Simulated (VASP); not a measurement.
Here is a VASP 6.6.1 calculation.

Contents of INCAR:

```
ALGO = Normal
EDIFF = 1E-6
ENCUT = 600
GGA = PE
GGA_COMPAT = F
ISIF = 2
ISMEAR = 0
LASPH = T
LCHARG = F
LREAL = F
LWAVE = F
NBANDS = 26
NELM = 120
PREC = Accurate
SIGMA = 0.1
```

Contents of KPOINTS:

```
k-points
0
Gamma
  6 6 8
```

Contents of POSCAR:

```
RbAl2O3
1.0
    5.5312707241     -0.0000000034      0.0000000000
   -2.7656353591      4.7902209640      0.0000000000
    0.0000000000      0.0000000000      2.7815902910
Rb Al O
1 2 3
Direct
    0.0000000000      0.0000000000      0.5000000000
    0.3333333333      0.6666666667      0.5000000000
    0.6666666667      0.3333333333      0.5000000000
    0.5000000000      0.5000000000      0.0000000000
    0.0000000000      0.5000000000      0.0000000000
    0.5000000000      0.0000000000      0.0000000000
```

Potentials or basis: VASP PAW PBE potentials, release 64 (Rb_sv, Al, O).

Run with:

```bash
$ cat potpaw_PBE.64/Rb_sv/POTCAR potpaw_PBE.64/Al/POTCAR potpaw_PBE.64/O/POTCAR > POTCAR
$ mpirun -np 1 vasp_std > vasp.out
```

(1) Predict the pressure.

(2) Predict the band gap on the k mesh.

Answers

(1) 0.0 GPa.

(2) zero (an odd number of electrons rules out a gap without spin polarisation).

Caveat: an odd number of electrons without spin polarisation forces a metal; a magnetic or distorted state may lie lower.
